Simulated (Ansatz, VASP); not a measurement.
**Two plane-wave programs on Ge**

```
Ge
1.0
    -2.60083    2.60083    1.42662
     2.60083   -2.60083    1.42662
     2.60083    2.60083   -1.42662
Ge
2
Direct
  0.75000 0.25000 0.50000
  0.00000 0.00000 0.00000
```

Alike in both runs: functional PBE; k mesh 22 × 22 × 22; occupations gaussian, width 0.1 eV; no spin polarisation.

Ansatz relaxed the structure, and its values are those at the end. VASP's run is a single point on that final structure, the one shown.

|  | VASP | Ansatz |
| --- | --- | --- |
| version | VASP 6.6.1 | Ansatz 0.2.0 |
| potentials or method | VASP PAW PBE potentials, release 64 (Ge_d), cutoff 520 eV | scalar-relativistic, plane waves, PAW |
| valence electrons in the cell | 28 | 28 |

```tsv
	VASP	Ansatz	Ansatz less VASP
gap on the k mesh at the Fermi level (eV)	none	none	-
pressure (GPa)	-0.2	0.0	+0.17
```

A gap of «none» marks a metal or a gap that the smearing closes.
